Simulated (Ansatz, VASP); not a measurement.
**One calculation of Cu, two programs**

INCAR

```
SYSTEM = Cu
ALGO     = Fast           ! electronic algorithm
EDIFF    = 1E-6           ! SCF threshold, eV
ENCUT    = 520            ! plane-wave cutoff, eV
GGA      = PS             ! functional
ISIF     = 2              ! what is computed and relaxed
ISMEAR   = 0              ! smearing method
LASPH    = .True.         ! aspherical terms in the spheres
LCHARG   = .False.        ! write CHGCAR
LREAL    = .False.        ! projectors in reciprocal space
LWAVE    = .False.        ! write WAVECAR
NBANDS   = 18             ! bands
NELM     = 80             ! most SCF steps
PREC     = Accurate       ! precision mode
SIGMA    = 0.15           ! smearing width, eV
```

KPOINTS

```
k-points
0
Gamma
  14 14 8
  0 0 0
```

The input POSCAR:

```
Cu
1.0
   -1.4450917292      1.4450917292      1.3600072005
    1.4450917292     -1.4450917292      1.3600072005
    2.8901834585      2.8901834585      0.0000000000
Cu
2
Direct
   -0.0209646347     -0.0118865403      0.0074317756
    0.5209646347      0.5118865403      0.4925682244
```

Input for Ansatz:

```yaml
crystal:
  lattice:
    - [-1.4450917292, 1.4450917292, 1.3600072005]
    - [1.4450917292, -1.4450917292, 1.3600072005]
    - [2.8901834585, 2.8901834585, 0.0]
  atoms:
    - { symbol: Cu, position: [-0.0209646347, -0.0118865403, 0.0074317756] }
    - { symbol: Cu, position: [0.5209646347, 0.5118865403, 0.4925682244] }
basis:
  ecutwfc: 420
kpoints:
  mp_grid: { grid: [14, 14, 8] }
hamiltonian:
  xc: pbesol
scf:
  occupations: { method: gaussian, width: 0.15 }
output:
  forces: true
  stress: true
  eigenvalues: true
```

Alike in both runs: task single point; functional PBEsol; k mesh 14 × 14 × 8; occupations gaussian, width 0.15 eV; no spin polarisation.

|  | VASP | Ansatz |
| --- | --- | --- |
| version | VASP 6.6.1 | Ansatz 0.2.0 |
| potentials or method | VASP PAW PBE potentials, release 64 (Cu), cutoff 520 eV | scalar-relativistic, plane waves, PAW |
| valence electrons in the cell | 22 | 38 |

VASP gave:

* gap on the k mesh at the Fermi level (eV): none
* pressure (GPa): 1.6
* traceless stress, the component that is largest in VASP (GPa): 0.86
* rms of the force components (eV/Å): 0.347

**Question.** What did Ansatz give for the same quantities?

**Answer.** gap on the k mesh at the Fermi level (eV): none; pressure (GPa): 0.6; traceless stress, the component that is largest in VASP (GPa): 0.90; rms of the force components (eV/Å): 0.345.

VASP's potentials were made for PBE, not for PBEsol. Atom by atom the forces differ by 0.002 eV/Å (rms over components). A gap of «none» marks a metal or a gap that the smearing closes. VASP's potentials hold 22 valence electrons a cell and Ansatz's 38, so a difference there can come from the potentials and not from the codes.
